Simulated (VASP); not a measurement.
# SnO (P4/nmm) in VASP: a series of runs

SnO is run at these levels: r2SCAN, PBE; tasks: single point.

Everything below comes from runs of VASP 6.6.1. Logs are shortened: lines on timing, memory, paths and dates and some standing lists are left out, and cuts for length are marked.

### Step 1. The cell of the first run

It takes space group P4/nmm (No. 129, tetragonal). Conventional cell: a = 3.839 Å, b = 3.839 Å, c = 4.919 Å, α = 90.00°, β = 90.00°, γ = 90.00°. Within 3.0 Å of Sn (site symmetry 4mm) lie 4 O at 2.24 Å. Within 3.0 Å of O (site symmetry -4m2) lie 4 Sn at 2.24 Å and 4 O at 2.71 Å.

### Step 2. Single point, r2SCAN

POSCAR

```
SnO
1.0
    3.8389522158      0.0000000000      0.0000000000
    0.0000000000      3.8389522158      0.0000000000
    0.0000000000      0.0000000000      4.9192779074
Sn O
2 2
Direct
    0.5000000000      0.0000000000      0.7646261400
    0.0000000000      0.5000000000      0.2353738600
    0.0000000000      0.0000000000      0.0000000000
    0.5000000000      0.5000000000      0.0000000000
```

INCAR.step1

```
ALGO = Normal
EDIFF = 1E-4
ENCUT = 520
GGA = PE
ISMEAR = -1
LASPH = True
LCHARG = False
LREAL = False
LWAVE = True
NBANDS = 28
NELM = 100
PREC = Accurate
SIGMA = 0.05
```

INCAR.step2

```
ALGO = Normal
EDIFF = 1E-7
ENCUT = 520
ISIF = 2
ISMEAR = -1
ISTART = 1
LASPH = True
LCHARG = False
LMIXTAU = True
LREAL = False
LWAVE = False
METAGGA = R2SCAN
NBANDS = 28
NELM = 100
PREC = Accurate
SIGMA = 0.05
```

KPOINTS

```
k-points
0
Gamma
  7 7 6
```

Potentials or basis: VASP PAW PBE potentials, release 64 (Sn_d, O).

Started as:

```console
cat potpaw_PBE.64/Sn_d/POTCAR potpaw_PBE.64/O/POTCAR > POTCAR
cp INCAR.step1 INCAR
mpirun -np 1 vasp_std > vasp.out
cp INCAR.step2 INCAR
mpirun -np 1 vasp_std > vasp.out
```

OUTCAR:

```text
EDIFF = 1E-7
   ENCUT = 520
   ISIF = 2
   ISMEAR = -1
   ISTART = 1
   LASPH = True
   LREAL = False
   METAGGA = R2SCAN
   NELM = 100
   PREC = Accurate

 ion  position               nearest neighbor table
   1  0.500  0.000  0.765-   3 2.24   4 2.24   4 2.24   3 2.24   2 3.57   2 3.57   2 3.57   2 3.57

   2  0.000  0.500  0.235-   3 2.24   4 2.24   3 2.24   4 2.24   1 3.57   1 3.57   1 3.57   1 3.57

   3  0.000  0.000  0.000-   1 2.24   2 2.24   2 2.24   1 2.24
   4  0.500  0.500  0.000-   1 2.24   2 2.24   1 2.24   2 2.24

  LATTYP: Found a simple tetragonal cell.
 ALAT       =     3.8389522158
 C/A-ratio  =     1.2814116016

  Lattice vectors:

 A1 = (   3.8389522158,   0.0000000000,   0.0000000000)
 A2 = (   0.0000000000,   3.8389522158,   0.0000000000)
 A3 = (   0.0000000000,   0.0000000000,   4.9192779074)

Analysis of symmetry for initial positions (statically):
=====================================================================
 Subroutine PRICEL returns:
 Original cell was already a primitive cell.

 Routine SETGRP: Setting up the symmetry group for a
 simple tetragonal supercell.

 Subroutine GETGRP returns: Found 16 space group operations
 (whereof  8 operations were pure point group operations)
 out of a pool of 16 trial point group operations.

The static configuration has the point symmetry D_2d.
 The point group associated with its full space group is D_4h.

Analysis of symmetry for dynamics (positions and initial velocities):
=====================================================================
 Subroutine PRICEL returns:
 Original cell was already a primitive cell.

 Routine SETGRP: Setting up the symmetry group for a
 simple tetragonal supercell.

 Subroutine GETGRP returns: Found 16 space group operations
 (whereof  8 operations were pure point group operations)
 out of a pool of 16 trial point group operations.

The dynamic configuration has the point symmetry D_2d.
 The point group associated with its full space group is D_4h.

 Subroutine INISYM returns: Found 16 space group operations
 (whereof  8 operations are pure point group operations),
 and found     1 'primitive' translations

----------------------------------------------------------------------------------------

                                     Primitive cell

  volume of cell :      72.4981

[... 84 lines left out ...]
   ISTART =      1    job   : 0-new  1-cont  2-samecut
   ICHARG =      0    charge: 1-file 2-atom 10-const
   ISPIN  =      1    spin polarized calculation?
   LNONCOLLINEAR =      F non collinear calculations
   LSORBIT =      F    spin-orbit coupling
   LASPH  =      T    aspherical Exc in radial PAW
   ENCUT  =  520.0 eV  38.22 Ry    6.18 a.u.   7.14  7.14  9.15*2*pi/ulx,y,z
   NELM   =    100;   NELMIN=  2; NELMDL=  0     # of ELM steps
   EDIFF  = 0.1E-06   stopping-criterion for ELM
   LREAL  =      F    real-space projection
   EDIFFG = 0.1E-05   stopping-criterion for IOM
   NSW    =      0    number of steps for IOM
   IBRION =     -1    ionic relax: 0-MD 1-quasi-New 2-CG
   NFREE  =      0    steps in history (QN), initial steepest desc. (CG)
   ISIF   =      2    stress and relaxation
   ISYM   =      2    0-nonsym 1-usesym 2-fastsym
   POTIM  = 0.5000    time-step for ionic-motion
   TEBEG  =    0.0;   TEEND  =   0.0 temperature during run
   PSTRESS=    0.0 pullay stress
   NELECT =      40.0000    total number of electrons
   NUPDOWN=      -1.0000    fix difference up-down
   EMIN   =  10.00;   EMAX   =-10.00  energy-range for DOS
   EFERMI =   0.00;   METHOD = LEGACY
   ISMEAR =    -1;   SIGMA  =   0.05  broadening in eV -4-tet -1-fermi 0-gaus
   EFERMI_NEDOS =   21; number of points for ismear=-14 and -15
   IALGO  =     38    algorithm
   IMIX   =      4    mixing-type and parameters
     AMIX     =   0.40;   BMIX     =  1.00
     AMIX_MAG =   1.60;   BMIX_MAG =  1.00
  volume/ion in A,a.u.               =      18.12       122.31
  Fermi-wavevector in a.u.,A,eV,Ry     =   1.342721  2.537375 24.529953  1.802901
  Thomas-Fermi vector in A             =   2.470853
   LORBIT       =      0    0 simple, 1 ext, 2 COOP (PROOUT), +10 PAW based schemes
   METAGGA = R2SCAN    functional components
   LHFCALC =     F    Hartree Fock is set to
   AEXX    =    0.0000 exact exchange contribution
   IVDW    =     0    specifies the selected vdW correction
   LEPSILON=     F    determine dielectric tensor
   LRPA    =     F    only Hartree local field effects (RPA)
 non-spin polarized calculation
  energy-cutoff  :      520.00
  volume of cell :       72.50
 maximum number of plane-waves:      1980
 NGX is ok and might be reduce to    30
   NGX = 15   NGY = 15   NGZ = 19

 number of electron      40.0000008 magnetization

 Free energy of the ion-electron system (eV)
  ---------------------------------------------------
  ext. energy  EPLUGINS =         0.00000000
  ---------------------------------------------------
  free energy    TOTEN  =       -66.89849661 eV

  energy without entropy =      -66.89845649  energy(sigma->0) =      -66.89847655

 E-fermi :   6.9391     XC(G=0): -10.7380

 val. band max:        6.6634581358   @ k =   0.0000   0.0000   0.0000
 cond. band min:       7.2497107102   @ k =   0.4286   0.4286   0.0000
 fundamental gap:      0.5862525744
 Fermi energy:         6.9390598688

 k-point     1 :       0.0000    0.0000    0.0000
  band No.  band energies     occupation
      1     -16.1201      2.00000
      2     -15.6223      2.00000
      3     -15.6084      2.00000
      4     -15.6084      2.00000
      5     -15.5701      2.00000
      6     -15.5452      2.00000
[... 733 lines left out ...]
     27      15.9563      0.00000
     28      16.8096      0.00000

 [... further k-points ...]
[... 5 lines left out ...]
  --------------------------------------------------------------------------------------
  -------------------------------------------------------------------------------------
  Total       -0.8842942     -0.8842942     -0.6216271      0.0000000      0.0000000      0.0000000
  in kB      -19.5425215    -19.5425215    -13.7376917      0.0000000      0.0000000      0.0000000
  external PRESSURE =     -17.6075782 kB  Pullay stress =       0.0000000 kB

 VOLUME and BASIS-vectors are now :
 -----------------------------------------------------------------------------
  energy-cutoff  :      520.00
  volume of cell :       72.50
      direct lattice vectors                 reciprocal lattice vectors
     3.838952216  0.000000000  0.000000000     0.260487743  0.000000000  0.000000000
     0.000000000  3.838952216  0.000000000     0.000000000  0.260487743  0.000000000
     0.000000000  0.000000000  4.919277907     0.000000000  0.000000000  0.203281868

 POSITION                                       TOTAL-FORCE (eV/Angst)
 -----------------------------------------------------------------------------------
      1.91948      0.00000      3.76141        -0.000000     -0.000000      0.266295
      0.00000      1.91948      1.15787         0.000000      0.000000     -0.266295
      0.00000      0.00000      0.00000         0.000000      0.000000      0.000000
      1.91948      1.91948      0.00000         0.000000     -0.000000      0.000000
 -----------------------------------------------------------------------------------
    total drift:                                0.000000      0.000000      0.000000

  FREE ENERGIE OF THE ION-ELECTRON SYSTEM (eV)
  ---------------------------------------------------
  free  energy   TOTEN  =       -66.8984966079 eV

  energy  without entropy=      -66.8984564904  energy(sigma->0) =      -66.89847655
```

OUTCAR.step1:

```text
EDIFF = 1E-4
   ENCUT = 520
   GGA = PE
   ISMEAR = -1
   LASPH = True
   LREAL = False
[... 976 lines left out ...]
      0.00000      1.91948      1.15787         0.000000      0.000000      0.182746
      0.00000      0.00000      0.00000         0.000000     -0.000000      0.000000
      1.91948      1.91948      0.00000         0.000000      0.000000      0.000000
 -----------------------------------------------------------------------------------
    total drift:                                0.000000      0.000000      0.000000

  FREE ENERGIE OF THE ION-ELECTRON SYSTEM (eV)
  ---------------------------------------------------
  free  energy   TOTEN  =       -22.7119171392 eV

  energy  without entropy=      -22.7117531954  energy(sigma->0) =      -22.71183517
```

OSZICAR.step1:

```text
N       E                     dE             d eps       ncg     rms          rms(c)
DAV:   1     0.419105331502E+03    0.41911E+03   -0.19971E+04  2344   0.216E+03
DAV:   2     0.393770268133E+02   -0.37973E+03   -0.36477E+03  2308   0.542E+02
DAV:   3    -0.233802333171E+02   -0.62757E+02   -0.61509E+02  2592   0.182E+02
DAV:   4    -0.263916569421E+02   -0.30114E+01   -0.29952E+01  2520   0.430E+01
DAV:   5    -0.264622383440E+02   -0.70581E-01   -0.70573E-01  2468   0.719E+00    0.117E+01
DAV:   6    -0.227515683441E+02    0.37107E+01   -0.17425E+01  3592   0.452E+01    0.502E+00
DAV:   7    -0.227318461003E+02    0.19722E-01   -0.21342E+00  2684   0.868E+00    0.249E+00
DAV:   8    -0.227185954015E+02    0.13251E-01   -0.29659E-01  2740   0.363E+00    0.811E-01
DAV:   9    -0.227108960274E+02    0.76994E-02   -0.48750E-02  3532   0.219E+00    0.242E-01
DAV:  10    -0.227122859980E+02   -0.13900E-02   -0.77647E-03  2992   0.781E-01    0.149E-01
DAV:  11    -0.227118811363E+02    0.40486E-03   -0.22618E-03  3292   0.428E-01    0.221E-02
DAV:  12    -0.227119171392E+02   -0.36003E-04   -0.28584E-04  2248   0.986E-02
   1 F= -.22711917E+02 E0= -.22711835E+02  d E =-.163944E-03
```

Run time: 4.8 min. Hardware: 1 thread of Intel Xeon 6975P-C (Granite Rapids), shared host; peak memory 0.23 GiB.

Results:

```yaml
Free_energy: -66.8985 eV
Pressure: -1.8 GPa
Largest_force: 0.266 eV/Å
Band_gap_on_the_k_mesh: 0.59 eV, indirect (least direct gap 2.35 eV)
```

Forces in eV/Å, atoms in the order of the input:
```
Sn   0.000  0.000  0.266
Sn   0.000  0.000 -0.266
O    0.000  0.000  0.000
O    0.000  0.000  0.000
```

Stress tensor (GPa, compression positive):
```
-1.95  0.00  0.00
 0.00 -1.95  0.00
 0.00  0.00 -1.37
```

Levels at points of the mesh, in eV from the valence-band top:
```
           k point  band 18  band 19  band 20  band 21  band 22  band 23
(0.00, 0.00, 0.00)    -3.38    -3.38     0.00     2.35     4.55     4.94
(0.00, 0.00, 0.50)    -3.39    -3.20    -2.36     2.02     3.25     3.25
```

Caveat: the PAW data sets were made with another functional, which shifts forces and pressure a little; spin-orbit coupling is left out, which moves the levels of the heavy elements. r2SCAN opens gaps a little over a GGA but as a rule still falls short of measured ones.

### Step 3. Single point, r2SCAN

This run uses another cell than the first one, of 18.48 Å³/atom, 1.020 times its volume.

POSCAR

```
SnO
1.0
    3.8638811754      0.0000000000      0.0000000000
    0.0000000000      3.8638811754      0.0000000000
    0.0000000000      0.0000000000      4.9512221655
Sn O
2 2
Direct
    0.5000000000      0.0000000000      0.7646261400
    0.0000000000      0.5000000000      0.2353738600
    0.0000000000      0.0000000000      0.0000000000
    0.5000000000      0.5000000000      0.0000000000
```

INCAR.step1

```
SYSTEM = SnO
  PREC = Accurate
  ENCUT = 520
  ISMEAR = -1
  SIGMA = 0.05
  LREAL = .FALSE.
  LASPH = .TRUE.
  NELM = 80
  NBANDS = 28
  GGA = PE
  ALGO = Normal
  EDIFF = 1E-4
  LWAVE = .TRUE.
  LCHARG = .FALSE.
```

INCAR.step2

```
SYSTEM = SnO
  PREC = Accurate
  ENCUT = 520
  EDIFF = 1E-7
  ISMEAR = -1
  SIGMA = 0.05
  LREAL = .FALSE.
  LASPH = .TRUE.
  NELM = 80
  ALGO = Normal
  ISIF = 2
  LWAVE = .FALSE.
  LCHARG = .FALSE.
  METAGGA = R2SCAN
  LMIXTAU = .TRUE.
  NBANDS = 28
  ISTART = 1
```

KPOINTS

```
regular mesh
0
G
  7 7 6
  0 0 0
```

Potentials or basis: VASP PAW PBE potentials, release 64 (Sn_d, O).

Started as:

```console
cat potpaw_PBE.64/Sn_d/POTCAR potpaw_PBE.64/O/POTCAR > POTCAR
cp INCAR.step1 INCAR
mpirun -np 1 vasp_std > vasp.out
cp INCAR.step2 INCAR
mpirun -np 1 vasp_std > vasp.out
```

OUTCAR:

```text
SYSTEM = SnO
   PREC = Accurate
   ENCUT = 520
   EDIFF = 1E-7
   ISMEAR = -1
   LREAL = .FALSE.
   LASPH = .TRUE.
   NELM = 80
   ISIF = 2
   METAGGA = R2SCAN
   ISTART = 1

 ion  position               nearest neighbor table
   1  0.500  0.000  0.765-   3 2.26   4 2.26   4 2.26   3 2.26   2 3.59   2 3.59   2 3.59   2 3.59

   2  0.000  0.500  0.235-   3 2.26   4 2.26   3 2.26   4 2.26   1 3.59   1 3.59   1 3.59   1 3.59

   3  0.000  0.000  0.000-   1 2.26   2 2.26   2 2.26   1 2.26
   4  0.500  0.500  0.000-   1 2.26   2 2.26   1 2.26   2 2.26
[... 940 lines left out ...]
     28      16.5093      0.00000

 [... further k-points ...]
[... 5 lines left out ...]
  --------------------------------------------------------------------------------------
  -------------------------------------------------------------------------------------
  Total       -1.7386932     -1.7386932     -1.2800873      0.0000000      0.0000000      0.0000000
  in kB      -37.6854407    -37.6854407    -27.7453512      0.0000000      0.0000000      0.0000000
  external PRESSURE =     -34.3720776 kB  Pullay stress =       0.0000000 kB

 VOLUME and BASIS-vectors are now :
 -----------------------------------------------------------------------------
  energy-cutoff  :      520.00
  volume of cell :       73.92
      direct lattice vectors                 reciprocal lattice vectors
     3.863881175  0.000000000  0.000000000     0.258807131  0.000000000  0.000000000
     0.000000000  3.863881175  0.000000000     0.000000000  0.258807131  0.000000000
     0.000000000  0.000000000  4.951222165     0.000000000  0.000000000  0.201970335

 POSITION                                       TOTAL-FORCE (eV/Angst)
 -----------------------------------------------------------------------------------
      1.93194      0.00000      3.78583        -0.000000     -0.000000      0.522790
      0.00000      1.93194      1.16539         0.000000      0.000000     -0.522790
      0.00000      0.00000      0.00000         0.000000      0.000000      0.000000
      1.93194      1.93194      0.00000         0.000000     -0.000000      0.000000
 -----------------------------------------------------------------------------------
    total drift:                                0.000000      0.000000      0.000000

  FREE ENERGIE OF THE ION-ELECTRON SYSTEM (eV)
  ---------------------------------------------------
  free  energy   TOTEN  =       -66.8768297061 eV

  energy  without entropy=      -66.8768085878  energy(sigma->0) =      -66.87681915
```

OSZICAR.step1:

```text
N       E                     dE             d eps       ncg     rms          rms(c)
DAV:   1     0.414574249671E+03    0.41457E+03   -0.19938E+04  2296   0.215E+03
DAV:   2     0.386664303263E+02   -0.37591E+03   -0.36065E+03  2312   0.535E+02
DAV:   3    -0.233924394118E+02   -0.62059E+02   -0.60751E+02  2576   0.181E+02
DAV:   4    -0.264409278054E+02   -0.30485E+01   -0.30322E+01  2500   0.428E+01
DAV:   5    -0.265139192961E+02   -0.72991E-01   -0.72983E-01  2452   0.727E+00    0.117E+01
DAV:   6    -0.227787584398E+02    0.37352E+01   -0.17949E+01  3612   0.457E+01    0.510E+00
DAV:   7    -0.227432216611E+02    0.35537E-01   -0.22287E+00  2640   0.877E+00    0.250E+00
DAV:   8    -0.227289562490E+02    0.14265E-01   -0.30646E-01  2692   0.361E+00    0.809E-01
DAV:   9    -0.227213163027E+02    0.76399E-02   -0.48971E-02  3588   0.212E+00    0.246E-01
DAV:  10    -0.227227943610E+02   -0.14781E-02   -0.82759E-03  2968   0.800E-01    0.161E-01
DAV:  11    -0.227223068055E+02    0.48756E-03   -0.26660E-03  3272   0.446E-01    0.227E-02
DAV:  12    -0.227223413913E+02   -0.34586E-04   -0.29836E-04  2260   0.105E-01
   1 F= -.22722341E+02 E0= -.22722294E+02  d E =-.949587E-04
```

Wall time 5.1 min (1 thread of Intel Xeon 6975P-C (Granite Rapids), shared host); peak memory 0.23 GiB.

What came out:

```yaml
Free_energy: -66.8768 eV
Pressure: -3.4 GPa
Largest_force: 0.523 eV/Å
Band_gap_on_the_k_mesh: 0.66 eV, indirect (least direct gap 2.33 eV)
```

Forces on the atoms (eV/Å):
```
Sn   0.000  0.000  0.523
Sn   0.000  0.000 -0.523
O    0.000  0.000  0.000
O    0.000  0.000  0.000
```

Stress tensor (GPa, compression positive):
```
-3.77  0.00  0.00
 0.00 -3.77  0.00
 0.00  0.00 -2.77
```

Caveat: the PAW data sets were made with another functional, which shifts forces and pressure a little; spin-orbit coupling is left out, which moves the levels of the heavy elements.

(Continued in part 2 of 3.)
